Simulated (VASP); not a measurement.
**Ti2Si: single point with PBE**

The system is Ti2Si.

```
Ti Si
1.0
     3.69304    0.00000    0.00000
    -1.84652    3.19826    0.00000
     0.00000    0.00000    3.66602
Ti Si
2 1
Direct
  0.33333 0.66667 0.50000
  0.66667 0.33333 0.50000
  0.00000 0.00000 0.00000
```

The cell was built from a structure type or drawn by symmetry, and may not be a known phase.

```json
{
 "Program": "VASP 6.6.1",
 "Task": "single point",
 "Functional": "PBE",
 "Potentials or basis": "VASP PAW PBE potentials, release 64 (Ti_sv, Si)",
 "Cutoff": "520 eV",
 "k mesh": "6 × 6 × 6",
 "Occupations": "gaussian, width 0.1 eV",
 "Spin": "no spin polarisation",
 "Dipole correction": "no",
 "Further INCAR settings": "ALGO = Normal; EDIFF = 1e-07; NBANDS = 21"
}
```

The pressure is 18.8 GPa and the band gap on the k mesh is zero (bands 14 and 15 overlap by 1.10 eV).

Stress tensor (GPa, compression positive):
```
 39.66   0.00   0.00
  0.00  39.66   0.00
  0.00   0.00 -22.87
```

Levels at points of the mesh, in eV from the Fermi level:
```tsv
k point	band 10	band 11	band 12	band 13	band 14	band 15	band 16	band 17	band 18	band 19
(0.00, 0.00, 0.00)	-2.44	-1.12	-1.12	-0.18	-0.18	0.02	1.83	1.83	2.72	2.97
(0.50, 0.00, 0.00)	-5.22	-2.30	-1.82	-1.40	-1.20	0.42	0.61	0.73	1.85	4.56
(0.00, 0.00, 0.50)	-5.56	-1.22	-1.22	0.20	0.20	0.22	0.22	0.45	2.03	2.03
(0.50, 0.00, 0.50)	-4.51	-3.97	-3.27	-0.85	0.25	0.35	1.87	2.34	3.15	4.01
```

It took 27 s on 1 thread of Intel(R) Xeon(R) Platinum 8259CL CPU @ 2.50GHz (Skylake/Cascade Lake), on a shared host, peak memory 0.16 GiB.

Caveat: the cell stands under pressure.
